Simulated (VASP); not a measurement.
Here is a VASP 6.6.1 calculation.

Contents of INCAR:

```
SYSTEM = MgB2
  PREC = Accurate
  ENCUT = 600
  EDIFF = 1E-8
  ISMEAR = -1
  SIGMA = 0.15
  LREAL = .False.
  LASPH = .True.
  NELM = 80
  ALGO = Normal
  ISIF = 3
  LWAVE = .False.
  LCHARG = .True.
  GGA = PS
  NBANDS = 11
  IBRION = 6
  NFREE = 2
  POTIM = 0.015
  NSW = 1
```

KPOINTS

```
Automatic mesh
0
Gamma
  15 15 12
  0 0 0
```

POSCAR

```
MgB2
1.0
    3.0642156128      0.0000000000      0.0000000000
   -1.5321078064      2.6536885634      0.0000000000
    0.0000000000      0.0000000000      3.4984914476
Mg B
1 2
Direct
    0.0000000000      0.0000000000      0.0000000000
    0.3333333333      0.6666666667      0.5000000000
    0.6666666667      0.3333333333      0.5000000000
```

Potentials or basis: VASP PAW PBE potentials, release 64 (Mg, B).

Command:

```sh
$ cat potpaw_PBE.64/Mg/POTCAR potpaw_PBE.64/B/POTCAR > POTCAR
$ mpirun -np 1 vasp_std > vasp.out
```

Q: Estimate the Voigt bulk modulus.

A: 157 GPa.

Q: Estimate the highest phonon frequency at Γ.

A: 691 cm⁻¹.

Elastic tensor in Voigt notation (GPa, in the Cartesian axes of the cell as first typed):
```
437  61  37   0   0   0
 61 437  37   0   0   0
 37  37 269   0   0   0
  0   0   0  75   0   0
  0   0   0   0  75   0
  0   0   0   0   0 188
```

Caveat: the PAW data sets were made with another functional, which shifts forces and pressure a little.
